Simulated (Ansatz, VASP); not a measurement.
**NaLa: VASP beside Ansatz**

The input INCAR:

```
  ALGO = Normal
  EDIFF = 1E-6
  ENCUT = 970
  GGA = PE
  GGA_COMPAT = False
  ISIF = 2
  ISMEAR = -1
  LASPH = True
  LCHARG = False
  LMAXMIX = 6
  LREAL = False
  LWAVE = False
  NBANDS = 17
  NELM = 200
  PREC = Accurate
  SIGMA = 0.05
```

File KPOINTS:

```
k-points
0
Gamma
  7 7 4
```

POSCAR

```
NaLa
1.0
    3.7505007994      0.0000000000      0.0000000000
   -1.8752503997      3.2480289692      0.0000000000
    0.0000000000      0.0000000000      6.4837820000
La Na
1 1
Direct
    0.3333333333      0.6666666667      0.5000000000
    0.0000000000      0.0000000000      0.0000000000
```

input.yaml

```yaml
crystal:
  lattice:
    - [3.7505007994, 0.0, 0.0]
    - [-1.8752503997, 3.2480289692, 0.0]
    - [0.0, 0.0, 6.483782]
  atoms:
    - { symbol: La, position: [0.3333333333, 0.6666666667, 0.5] }
    - { symbol: Na, position: [0.0, 0.0, 0.0] }
hamiltonian:
  xc: pbe
  pseudopotentials: { kind: paw }
kpoints:
  mp_grid: { grid: [7, 7, 4] }
scf:
  occupations: { method: fermi_dirac, width: 0.05 }
output:
  forces: true
  stress: true
  eigenvalues: true
```

Alike in both runs: task single point; functional PBE; k mesh 7 × 7 × 4; occupations fermi-dirac, width 0.05 eV; no spin polarisation.

|  | VASP | Ansatz |
| --- | --- | --- |
| version | VASP 6.6.1 | Ansatz 0.2.0 |
| potentials or method | VASP PAW PBE potentials, release 64 (La, Na_sv) | Ansatz PAW |
| plane-wave cutoff (eV) | 970 | 420 |
| valence electrons in the cell | 20 | 20 |

```csv
,VASP,Ansatz,Ansatz less VASP
gap on the k mesh at the Fermi level (eV),none,none,-
pressure (GPa),-1.7,-1.5,+0.23
"traceless stress, the component that is largest in VASP (GPa)",1.23,1.24,+0.011
```

A gap of «none» marks a metal or a gap that the smearing closes.

Neither program's run includes spin-orbit coupling.
